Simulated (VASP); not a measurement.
# MgO (I4/mmm) in VASP: notebook

The runs below take MgO through single point, with PBE.

Everything below comes from runs of VASP 6.6.1. Logs are shortened: lines on timing, memory, paths and dates and some standing lists are left out, and cuts for length are marked.

### 1 The cell of the first run

It takes space group I4/mmm (No. 139, tetragonal). The conventional cell has a = 2.973 Å, b = 2.973 Å, c = 4.036 Å, α = 90.00°, β = 90.00°, γ = 90.00°. Within 2.7 Å of Mg (site symmetry 4/mmm) lie 6 O at 2.02 to 2.10 Å. Within 2.7 Å of O (site symmetry 4/mmm) lie 6 Mg at 2.02 to 2.10 Å.

### 2 Single point, PBE (uniaxial z strain -4.0%)

Input file INCAR:

```
SYSTEM = MgO
PREC = Accurate
ENCUT = 520
EDIFF = 1E-6
ISMEAR = 0
SIGMA = 0.01
LREAL = .FALSE.
LASPH = .TRUE.
NELM = 60
ALGO = Normal
ISIF = 2
LWAVE = .FALSE.
LCHARG = .FALSE.
GGA = PE
NBANDS = 11
```

Input file KPOINTS:

```
regular mesh
0
G
  6 6 6
  0 0 0
```

Input file POSCAR:

```
MgO
1.0
    0.0000000000      2.1021674155      2.0180807188
    2.1021674155      0.0000000000      2.0180807188
    2.1021674155      2.1021674155      0.0000000000
Mg O
1 1
Direct
    0.0000000000      0.0000000000      0.0000000000
    0.5000000000      0.5000000000      0.5000000000
```

Potentials or basis: VASP PAW PBE potentials, release 64 (Mg, O).

On the command line:

```bash
> cat potpaw_PBE.64/Mg/POTCAR potpaw_PBE.64/O/POTCAR > POTCAR
> mpirun -np 1 vasp_std > vasp.out
```

OUTCAR:

```text
SYSTEM = MgO
   PREC = Accurate
   ENCUT = 520
   EDIFF = 1E-6
   ISMEAR = 0
   LREAL = .FALSE.
   LASPH = .TRUE.
   NELM = 60
   ISIF = 2
   GGA = PE

 ion  position               nearest neighbor table
   1  0.000  0.000  0.000-   2 2.02   2 2.02   2 2.10   2 2.10   2 2.10   2 2.10
   2  0.500  0.500  0.500-   1 2.02   1 2.02   1 2.10   1 2.10   1 2.10   1 2.10

  LATTYP: Found a body centered tetragonal cell.
 ALAT       =     2.9729136694
 C/A-ratio  =     1.3576450198

  Lattice vectors:

 A1 = (   0.0000000000,  -2.1021674155,  -2.0180807188)
 A2 = (   0.0000000000,   2.1021674155,  -2.0180807188)
 A3 = (   2.1021674155,   0.0000000000,   2.0180807188)

Analysis of symmetry for initial positions (statically):
=====================================================================
 Subroutine PRICEL returns:
 Original cell was already a primitive cell.

 Routine SETGRP: Setting up the symmetry group for a
 body centered tetragonal supercell.

 Subroutine GETGRP returns: Found 16 space group operations
 (whereof 16 operations were pure point group operations)
 out of a pool of 16 trial point group operations.

The static configuration has the point symmetry D_4h.

Analysis of symmetry for dynamics (positions and initial velocities):
=====================================================================
 Subroutine PRICEL returns:
 Original cell was already a primitive cell.

 Routine SETGRP: Setting up the symmetry group for a
 body centered tetragonal supercell.

 Subroutine GETGRP returns: Found 16 space group operations
 (whereof 16 operations were pure point group operations)
 out of a pool of 16 trial point group operations.

The dynamic configuration has the point symmetry D_4h.

 Subroutine INISYM returns: Found 16 space group operations
 (whereof 16 operations are pure point group operations),
 and found     1 'primitive' translations

----------------------------------------------------------------------------------------

                                     Primitive cell

  volume of cell :      17.8362

  direct lattice vectors                    reciprocal lattice vectors
     0.000000000  2.102167415  2.018080719    -0.237849753  0.237849753  0.247760159
     2.102167415  0.000000000  2.018080719     0.237849753 -0.237849753  0.247760159
     2.102167415  2.102167415  0.000000000     0.237849753  0.237849753 -0.247760159

  length of vectors
     2.914062050  2.914062050  2.972913669     0.417768005  0.417768005  0.417768005

  position of ions in fractional coordinates (direct lattice)
     0.000000000  0.000000000  0.000000000
     0.500000000  0.500000000  0.500000000

  ion indices of the primitive-cell ions
   primitive index   ion index
                 1           1
                 2           2

----------------------------------------------------------------------------------------

 KPOINTS: regular mesh

Automatic generation of k-mesh.
 Grid dimensions read from file:
 generate k-points for:    6    6    6

 Generating k-lattice:

  Cartesian coordinates                     Fractional coordinates (reciprocal lattice)
    -0.039641625  0.039641625  0.041293360     0.166666667  0.000000000  0.000000000
     0.039641625 -0.039641625  0.041293360     0.000000000  0.166666667  0.000000000
     0.039641625  0.039641625 -0.041293360    -0.000000000 -0.000000000  0.166666667

  Length of vectors
     0.069628001  0.069628001  0.069628001

  Shift w.r.t. Gamma in fractional coordinates (k-lattice)
     0.000000000  0.000000000  0.000000000

 Subroutine IBZKPT returns following result:
 ===========================================

 Found     30 irreducible k-points:

 Following reciprocal coordinates:
            Coordinates               Weight
  0.000000  0.000000  0.000000      1.000000
  0.166667 -0.000000  0.000000      8.000000
  0.333333 -0.000000  0.000000      8.000000
  0.500000  0.000000  0.000000      4.000000
  0.166667  0.166667  0.000000      2.000000
  0.333333  0.166667  0.000000      8.000000
[... 16 lines left out ...]
  0.333333  0.000000  0.333333      4.000000
  0.500000 -0.000000  0.333333     16.000000
 [... further k-points ...]
   k-points           NKPTS =     30   k-points in BZ     NKDIM =     30   number of bands    NBANDS=     11
   number of dos      NEDOS =    301   number of ions     NIONS =      2
   total plane-waves  NPLWV =  13824
   dimension x,y,z NGX =    24 NGY =   24 NGZ =   24
   dimension x,y,z NGXF=    48 NGYF=   48 NGZF=   48
   ions per type =               1   1
   NGX,Y,Z   is equivalent  to a cutoff of  13.69, 13.69, 13.42 a.u.
   NGXF,Y,Z  is equivalent  to a cutoff of  27.38, 27.38, 26.84 a.u.
 SYSTEM =  MgO
   PREC   = accura    normal or accurate (medium, high low for compatibility)
   ISTART =      0    job   : 0-new  1-cont  2-samecut
   ICHARG =      2    charge: 1-file 2-atom 10-const
   ISPIN  =      1    spin polarized calculation?
[... 58 lines left out ...]
 fundamental gap:      5.1477353277
 Fermi energy:         3.7028985725

 k-point     1 :       0.0000    0.0000    0.0000
  band No.  band energies     occupation
      1     -13.9680      2.00000
      2       3.4807      2.00000
      3       3.5705      2.00000
      4       3.5705      2.00000
      5       8.7182      0.00000
      6      19.4775      0.00000
      7      19.4775      0.00000
      8      19.9176      0.00000
      9      23.6689      0.00000
     10      24.7920      0.00000
     11      26.2078      0.00000

 k-point     2 :       0.1667   -0.0000    0.0000
  band No.  band energies     occupation
      1     -13.6612      2.00000
      2       1.9938      2.00000
      3       3.3436      2.00000
      4       3.3595      2.00000
      5      10.1331      0.00000
      6      17.2741      0.00000
      7      20.0471      0.00000
      8      20.4310      0.00000
      9      23.7767      0.00000
     10      24.7767      0.00000
     11      26.5662      0.00000

 k-point     3 :       0.3333   -0.0000    0.0000
  band No.  band energies     occupation
      1     -12.9657      2.00000
      2      -0.2725      2.00000
      3       2.9688      2.00000
      4       3.0252      2.00000
      5      11.5714      0.00000
      6      16.2565      0.00000
      7      20.1529      0.00000
      8      21.0262      0.00000
      9      24.7994      0.00000
     10      25.0598      0.00000
     11      25.8833      0.00000

 k-point     4 :       0.5000    0.0000    0.0000
  band No.  band energies     occupation
      1     -12.5617      2.00000
      2      -1.2801      2.00000
      3       2.7867      2.00000
      4       2.8751      2.00000
      5      11.7256      0.00000
      6      16.6667      0.00000
      7      19.8751      0.00000
      8      20.8704      0.00000
      9      25.1246      0.00000
     10      26.4958      0.00000
     11      26.8583      0.00000

 k-point     5 :       0.1667    0.1667    0.0000
  band No.  band energies     occupation
      1     -13.5400      2.00000
      2       1.8688      2.00000
      3       3.1115      2.00000
      4       3.1115      2.00000
      5      10.6144      0.00000
      6      16.3806      0.00000
      7      20.4208      0.00000
      8      20.4208      0.00000
      9      22.5032      0.00000
     10      25.7368      0.00000
     11      29.2477      0.00000
[... 211 lines left out ...]
 k-point    21 :      -0.1667    0.3333    0.1667
  band No.  band energies     occupation
      1     -12.5876      2.00000
      2      -0.1005      2.00000
      3       1.5872      2.00000
      4       2.4995      2.00000
      5      13.9697      0.00000
      6      15.0152      0.00000
      7      17.5136      0.00000
      8      21.0830      0.00000
      9      23.6872      0.00000
     10      26.9003      0.00000
     11      32.4527      0.00000

 k-point    22 :      -0.3333    0.5000    0.1667
  band No.  band energies     occupation
      1     -12.2037      2.00000
      2      -0.1012      2.00000
      3       1.0862      2.00000
      4       1.7764      2.00000
      5      13.9938      0.00000
      6      15.4475      0.00000
      7      16.7456      0.00000
      8      20.5223      0.00000
      9      24.0399      0.00000
     10      28.7335      0.00000
     11      30.8064      0.00000

 k-point    23 :       0.3333    0.0000    0.3333
  band No.  band energies     occupation
      1     -12.7627      2.00000
      2      -0.0575      2.00000
      3       2.3731      2.00000
      4       2.5915      2.00000
      5      13.3354      0.00000
      6      13.7920      0.00000
      7      17.7270      0.00000
      8      22.2474      0.00000
      9      22.7963      0.00000
     10      28.9242      0.00000
     11      31.2958      0.00000

 k-point    24 :       0.5000   -0.0000    0.3333
  band No.  band energies     occupation
      1     -12.3969      2.00000
      2      -0.4425      2.00000
      3       1.5602      2.00000
      4       2.3578      2.00000
      5      13.6413      0.00000
      6      14.8559      0.00000
      7      16.8095      0.00000
      8      22.4189      0.00000
      9      23.0532      0.00000
     10      30.0648      0.00000
     11      31.0278      0.00000

 [... further k-points ...]
[... 5 lines left out ...]
  --------------------------------------------------------------------------------------
  -------------------------------------------------------------------------------------
  Total        1.0219329      1.0219329      2.3555935      0.0000000      0.0000000     -0.0000000
  in kB       91.7972842     91.7972842    211.5961728      0.0000000      0.0000000     -0.0000000
  external PRESSURE =     131.7302471 kB  Pullay stress =       0.0000000 kB

 VOLUME and BASIS-vectors are now :
 -----------------------------------------------------------------------------
  energy-cutoff  :      520.00
  volume of cell :       17.84
      direct lattice vectors                 reciprocal lattice vectors
     0.000000000  2.102167415  2.018080719    -0.237849753  0.237849753  0.247760159
     2.102167415  0.000000000  2.018080719     0.237849753 -0.237849753  0.247760159
     2.102167415  2.102167415  0.000000000     0.237849753  0.237849753 -0.247760159

 POSITION                                       TOTAL-FORCE (eV/Angst)
 -----------------------------------------------------------------------------------
      0.00000      0.00000      0.00000         0.000000     -0.000000     -0.000000
      2.10217      2.10217      2.01808        -0.000000      0.000000      0.000000
 -----------------------------------------------------------------------------------
    total drift:                               -0.000000     -0.000000      0.000000

  FREE ENERGIE OF THE ION-ELECTRON SYSTEM (eV)
  ---------------------------------------------------
  free  energy   TOTEN  =       -11.8436898066 eV

  energy  without entropy=      -11.8436898066  energy(sigma->0) =      -11.84368981
```

Wall time 6.2 s (1 thread of Intel Xeon 6975P-C, shared host); peak memory 0.14 GiB.

Results:

| Property | Result |
| --- | --- |
| Free energy | -11.8437 eV |
| Pressure | 13.2 GPa |
| Band gap on the k mesh | 5.15 eV, direct |

Levels at points of the mesh, in eV from the valence-band top:
```csv
k point,band 1,band 2,band 3,band 4,band 5,band 6,band 7,band 8,band 9
"(0.00, 0.00, 0.00)",-17.54,-0.09,0.00,0.00,5.15,15.91,15.91,16.35,20.10
"(0.50, 0.00, 0.00)",-16.13,-4.85,-0.78,-0.70,8.16,13.10,16.30,17.30,21.55
"(0.50, 0.50, 0.00)",-15.78,-4.19,-1.57,-1.57,8.86,10.43,13.94,19.35,19.35
"(0.50, 0.00, 0.50)",-15.90,-4.36,-1.50,-1.25,9.31,10.49,13.39,19.43,20.25
```

Caveat: the k points lie up to 0.44 Å⁻¹ apart; the cell differs from its parent crystal (uniaxial z strain -4.0%).

### 3 Single point, PBE (uniaxial z strain -3.0%)

INCAR is that of step 2.

Input file KPOINTS:

```
Automatic mesh
0
G
  6 6 6
  0 0 0
```

Input file POSCAR:

```
MgO
1.0
    0.0000000000      2.1021674155      2.0391023930
    2.1021674155      0.0000000000      2.0391023930
    2.1021674155      2.1021674155      0.0000000000
Mg O
1 1
Direct
    0.0000000000      0.0000000000      0.0000000000
    0.5000000000      0.5000000000      0.5000000000
```

Potentials or basis: VASP PAW PBE potentials, release 64 (Mg, O).

On the command line:

```bash
> cat potpaw_PBE.64/Mg/POTCAR potpaw_PBE.64/O/POTCAR > POTCAR
> mpirun -np 1 vasp_std > vasp.out
```

Wall time 5.9 s (1 thread of Intel Xeon 6975P-C, shared host); peak memory 0.14 GiB.

Results (log left out):

```
Free energy            : -11.8657 eV
Pressure               : 10.8 GPa
Band gap on the k mesh : 5.06 eV, direct
```

Stress tensor (GPa, compression positive):
```
 8.04  0.00  0.00
 0.00  8.04  0.00
 0.00  0.00 16.36
```

Levels at points of the mesh, in eV from the valence-band top:
```csv
k point,band 2,band 3,band 4,band 5,band 6,band 7
"(0.00, 0.00, 0.00)",-0.07,0.00,0.00,5.06,15.88,15.88
"(0.50, 0.00, 0.00)",-4.80,-0.75,-0.69,8.10,12.99,16.32
"(0.50, 0.50, 0.00)",-4.17,-1.51,-1.51,8.93,10.33,13.74
"(0.50, 0.00, 0.50)",-4.29,-1.47,-1.28,9.26,10.37,13.33
```

Caveat: the k points lie up to 0.44 Å⁻¹ apart; the cell differs from its parent crystal (uniaxial z strain -3.0%).

### 4 Single point, PBE (uniaxial z strain -2.0%)

Input file INCAR:

```
ALGO = Normal
EDIFF = 1E-7
ENCUT = 520
GGA = PE
ISIF = 2
ISMEAR = 0
LASPH = T
LCHARG = F
LREAL = F
LWAVE = F
NBANDS = 11
NELM = 80
PREC = Accurate
SIGMA = 0.01
```

Input file KPOINTS:

```
k-points
0
Gamma
  6 6 6
```

Input file POSCAR:

```
MgO
1.0
    0.0000000000      2.1021674155      2.0601240671
    2.1021674155      0.0000000000      2.0601240671
    2.1021674155      2.1021674155      0.0000000000
Mg O
1 1
Direct
    0.0000000000      0.0000000000      0.0000000000
    0.5000000000      0.5000000000      0.5000000000
```

On the command line:

```bash
> cat potpaw_PBE.64/Mg/POTCAR potpaw_PBE.64/O/POTCAR > POTCAR
> mpirun -np 1 vasp_std > vasp.out
```

Run time: 5.8 s. Hardware: 1 thread of Intel Xeon 6975P-C, shared host; peak memory 0.14 GiB.

It converged, with:

```yaml
Free_energy: -11.8823 eV
Pressure: 8.7 GPa
Band_gap_on_the_k_mesh: 4.96 eV, direct
```

Stress tensor (GPa, compression positive):
```
 6.96  0.00  0.00
 0.00  6.96  0.00
 0.00  0.00 12.09
```

Levels at points of the mesh, in eV from the valence-band top:
| k point | band 1 | band 2 | band 3 | band 4 | band 5 | band 6 | band 7 | band 8 | band 9 |
| --- | --- | --- | --- | --- | --- | --- | --- | --- | --- |
| (0.00, 0.00, 0.00) | -17.41 | -0.04 | 0.00 | 0.00 | 4.96 | 15.86 | 15.86 | 16.08 | 19.92 |
| (0.50, 0.00, 0.00) | -16.06 | -4.74 | -0.72 | -0.68 | 8.04 | 12.88 | 16.33 | 16.81 | 21.26 |
| (0.50, 0.50, 0.00) | -15.76 | -4.15 | -1.46 | -1.46 | 8.99 | 10.22 | 13.54 | 19.20 | 19.20 |
| (0.50, 0.00, 0.50) | -15.81 | -4.23 | -1.43 | -1.31 | 9.21 | 10.25 | 13.27 | 19.24 | 19.64 |

Caveat: the k points lie up to 0.43 Å⁻¹ apart; the cell differs from its parent crystal (uniaxial z strain -2.0%).

### 5 Single point, PBE (uniaxial z strain -1.0%)

Input file INCAR:

```
SYSTEM = MgO
PREC = Accurate
ENCUT = 520
EDIFF = 1E-6
ISMEAR = 0
SIGMA = 0.01
LREAL = .FALSE.
LASPH = .TRUE.
NELM = 80
ALGO = Normal
ISIF = 2
LWAVE = .FALSE.
LCHARG = .TRUE.
GGA = PE
LELF = .TRUE.
LVHAR = .TRUE.
NBANDS = 11
```

Input file KPOINTS:

```
regular mesh
0
G
  6 6 6
  0 0 0
```

Input file POSCAR:

```
MgO
1.0
    0.0000000000      2.1021674155      2.0811457413
    2.1021674155      0.0000000000      2.0811457413
    2.1021674155      2.1021674155      0.0000000000
Mg O
1 1
Direct
    0.0000000000      0.0000000000      0.0000000000
    0.5000000000      0.5000000000      0.5000000000
```

On the command line:

```bash
> cat potpaw_PBE.64/Mg/POTCAR potpaw_PBE.64/O/POTCAR > POTCAR
> mpirun -np 1 vasp_std > vasp.out
```

Wall time 6.4 s (1 thread of Intel Xeon 6975P-C, shared host); peak memory 0.14 GiB.

The run converged. Its results:

```
Free energy            : -11.8943 eV
Pressure               : 6.7 GPa
Band gap on the k mesh : 4.87 eV, direct
```

Stress tensor (GPa, compression positive):
```
5.90 0.00 0.00
0.00 5.90 0.00
0.00 0.00 8.27
```

Levels at points of the mesh, in eV from the valence-band top:
```csv
k point,band 1,band 2,band 3,band 4,band 5,band 6,band 7,band 8,band 9
"(0.00, 0.00, 0.00)",-17.35,-0.02,0.00,0.00,4.87,15.85,15.85,15.95,19.84
"(0.50, 0.00, 0.00)",-16.03,-4.69,-0.69,-0.67,7.99,12.78,16.35,16.58,21.12
"(0.50, 0.50, 0.00)",-15.74,-4.13,-1.41,-1.41,9.06,10.12,13.35,19.13,19.13
"(0.50, 0.00, 0.50)",-15.77,-4.17,-1.39,-1.33,9.17,10.14,13.21,19.15,19.35
```

Caveat: the k points lie up to 0.43 Å⁻¹ apart; the cell differs from its parent crystal (uniaxial z strain -1.0%).

### 6 Single point, PBE (uniaxial z strain +1.0%)

Input file INCAR:

```
SYSTEM = MgO
PREC = Accurate
ENCUT = 520
EDIFF = 1E-7
ISMEAR = 0
SIGMA = 0.01
LREAL = .FALSE.
LASPH = .TRUE.
NELM = 80
ALGO = Normal
ISIF = 2
LWAVE = .FALSE.
LCHARG = .FALSE.
GGA = PE
NBANDS = 11
```

KPOINTS is that of step 5.

Input file POSCAR:

```
MgO
1.0
    0.0000000000      2.1021674155      2.1231890896
    2.1021674155      0.0000000000      2.1231890896
    2.1021674155      2.1021674155      0.0000000000
Mg O
1 1
Direct
    0.0000000000      0.0000000000      0.0000000000
    0.5000000000      0.5000000000      0.5000000000
```

Potentials or basis: VASP PAW PBE potentials, release 64 (Mg, O).

On the command line:

```bash
> cat potpaw_PBE.64/Mg/POTCAR potpaw_PBE.64/O/POTCAR > POTCAR
> mpirun -np 1 vasp_std > vasp.out
```

It took 5.1 s on 1 thread of Intel Xeon 6975P-C, shared host; peak memory 0.14 GiB.

It converged, with:

```yaml
Free_energy: -11.9064 eV
Pressure: 3.2 GPa
Band_gap_on_the_k_mesh: 4.67 eV, direct
```

Stress tensor (GPa, compression positive):
```
3.92 0.00 0.00
0.00 3.92 0.00
0.00 0.00 1.89
```

Levels at points of the mesh, in eV from the valence-band top:
```
           k point  band 2  band 3  band 4  band 5  band 6  band 7
(0.00, 0.00, 0.00)   -0.02   -0.02    0.00    4.67   15.69   15.80
(0.50, 0.00, 0.00)   -4.61   -0.67   -0.65    7.85   12.54   16.14
(0.50, 0.50, 0.00)   -4.10   -1.33   -1.33    9.17    9.92   12.95
(0.50, 0.00, 0.50)   -4.07   -1.40   -1.34    9.07    9.90   13.08
```

Caveat: the k points lie up to 0.43 Å⁻¹ apart; the cell differs from its parent crystal (uniaxial z strain +1.0%).

### 7 Overview

```csv
cell,gap on the mesh (eV),pressure (GPa)
"a = 2.914, b = 2.914, c = 2.973 Å, angles 59.3, 59.3, 61.3°, 2 atoms",5.15,13.2
"a = 2.929, b = 2.929, c = 2.973 Å, angles 59.5, 59.5, 61.0°, 2 atoms",5.06,10.8
"a = 2.943, b = 2.943, c = 2.973 Å, angles 59.7, 59.7, 60.7°, 2 atoms",4.96,8.7
"a = 2.958, b = 2.958, c = 2.973 Å, angles 59.8, 59.8, 60.3°, 2 atoms",4.87,6.7
"a = 2.988, b = 2.988, c = 2.973 Å, angles 60.2, 60.2, 59.7°, 2 atoms",4.67,3.2
```

Alike in all rows: task single point; level PBE; potentials or basis VASP PAW PBE potentials, release 64 (Mg, O); no spin polarisation; k mesh 6 × 6 × 6; cutoff (eV) 520; smearing gaussian 0.01 eV.

Caveats: all runs use coarse meshes.

Absolute energies hang on the potentials; compare differences alone.
